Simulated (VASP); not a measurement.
**SiGe: single point with LDA**

SiGe:

```xyz
4
Lattice="3.7995 0.0000 0.0000 -1.8997 3.2904 0.0000 0.0000 0.0000 6.2790" Properties=species:S:1:pos:R:3 pbc="T T T"
Si    1.8997    1.0968    5.4910
Si    0.0000    2.1936    2.3515
Ge    1.8997    1.0968    3.2899
Ge    0.0000    2.1936    0.1504
```

| Property | Result |
| --- | --- |
| Program | VASP 6.6.1 |
| Task | single point |
| Functional | LDA |
| Potentials or basis | VASP PAW LDA potentials, release 64 (Si, Ge_d) |
| Cutoff | 520 eV |
| k mesh | 12 × 12 × 6 |
| Occupations | gaussian, width 0.03 eV |
| Spin | no spin polarisation |

The pressure is 6.1 GPa. The largest force is 2.459 eV/Å and the band gap on the k mesh is zero (band 18 reaches 6.76 eV, above the bottom of band 19 at 6.53 eV).

Forces in eV/Å, atoms in the order of the input:
```
Si   0.000  0.000  2.459
Si   0.000  0.000  2.459
Ge   0.000  0.000 -2.459
Ge   0.000  0.000 -2.459
```

Stress tensor (GPa, compression positive):
```
 1.37  0.00  0.00
 0.00  1.37  0.00
 0.00  0.00 15.49
```

Levels at points of the mesh, in eV from the Fermi level:
| k point | band 15 | band 16 | band 17 | band 18 | band 19 | band 20 | band 21 | band 22 |
| --- | --- | --- | --- | --- | --- | --- | --- | --- |
| (0.00, 0.00, 0.00) | -1.83 | -1.38 | 0.22 | 0.22 | 0.67 | 1.55 | 1.55 | 1.88 |
| (0.50, 0.00, 0.00) | -5.72 | -3.99 | -3.54 | -1.44 | 0.19 | 1.99 | 2.35 | 2.41 |
| (0.00, 0.00, 0.50) | -1.11 | -1.11 | -1.11 | -1.11 | 1.52 | 1.52 | 2.95 | 2.95 |
| (0.50, 0.00, 0.50) | -3.32 | -3.32 | -2.76 | -2.76 | 0.24 | 0.24 | 1.73 | 1.73 |

Run time: 59 s on 1 thread of Intel(R) Xeon(R) Platinum 8559C (Emerald Rapids), with other jobs on the host, peak memory 0.24 GiB.

Caveat: forces of over 1 eV/Å act on the atoms, so gaps and moduli don't describe the material at rest.
